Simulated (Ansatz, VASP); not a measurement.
# Two plane-wave programs on LiHF2

```xyz
4
Lattice="1.4677 0.8474 4.3645 -1.4677 0.8474 4.3645 0.0000 -1.6948 4.3645" Properties=species:S:1:pos:R:3 pbc="T T T"
Li    0.0000    0.0000    0.0000
H     0.0000    0.0000    6.5467
F     0.0000    0.0000    5.4128
F     0.0000    0.0000    7.6806
```

Alike in both runs: task single point; functional HSE06; k mesh 4 × 4 × 4; no spin polarisation.

|  | VASP | Ansatz |
| --- | --- | --- |
| version | VASP 6.6.1 | Ansatz 0.2.0 |
| potentials or method | VASP PAW PBE potentials, release 64 (Li_sv, H, F) | plane waves, PAW |
| plane-wave cutoff (eV) | 520 | 420 |
| occupations | gaussian, width 0.01 eV | fixed |
| valence electrons in the cell | 18 | 18 |

|  | VASP | Ansatz | Ansatz less VASP |
| --- | --- | --- | --- |
| gap on the k mesh at the Fermi level (eV) | 10.73 | 10.76 | +0.032 |
| rms of the force components (eV/Å) | 0.061 | 0.092 | +0.0304 |

Atom by atom the forces differ by 0.030 eV/Å (rms over components). Ansatz's warnings: stress exchange threshold loose, stress scf threshold loose.

The k mesh is coarse, so the values compare programs but aren't converged. Noted on VASP's run: the cutoff is short for stress, so the pressure is rough.
